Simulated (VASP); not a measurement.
Runs of VASP 6.6.1 on CdTe. The structure is that of space group I-4m2 (No. 119), or close to it. The cells are those of the table. 

```csv
level,cell,k mesh,cutoff (eV),smearing,gap on the mesh (eV),pressure (GPa)
PBE,"a = 4.639, b = 4.524, c = 4.524 Å, angles 61.7, 59.2, 59.2°, 2 atoms",6 × 6 × 6,520,fermi-dirac 0.02 eV,0.71,(b)
PBE,"a = 4.670, b = 4.670, c = 4.453 Å, angles 61.5, 61.5, 57.0°, 2 atoms",4 × 4 × 4,500,gaussian 0.01 eV,0.60,(a)
PBE,"a = 4.639, b = 4.524, c = 4.524 Å, angles 61.7, 59.2, 59.2°, 2 atoms",4 × 4 × 4,500,gaussian 0.01 eV,0.69,(c)
r2SCAN,"a = 4.670, b = 4.670, c = 4.453 Å, angles 61.5, 61.5, 57.0°, 2 atoms",6 × 6 × 6,520,gaussian 0.01 eV,1.11,1.3
r2SCAN,"a = 4.639, b = 4.524, c = 4.524 Å, angles 61.7, 59.2, 59.2°, 2 atoms",6 × 6 × 6,520,gaussian 0.01 eV,1.21,2.4
PBE,"a = 4.670, b = 4.670, c = 4.453 Å, angles 61.5, 61.5, 57.0°, 2 atoms",6 × 6 × 6,520,fermi-dirac 0.02 eV,0.61,2.4
```

Alike in all rows: task single point; potentials or basis VASP PAW PBE potentials, release 64 (Cd, Te); no spin polarisation.

Estimate the missing entries.

(a) 2.6; (b) 3.4; (c) 3.6.

Caveats: some runs use coarse meshes; spin-orbit coupling is left out, which moves the levels of the heavy elements; the PAW data sets were made with another functional, which shifts forces and pressure a little (some runs).

A k mesh can miss the band edges, and the runs leave out spin-orbit coupling on Cd, Te.
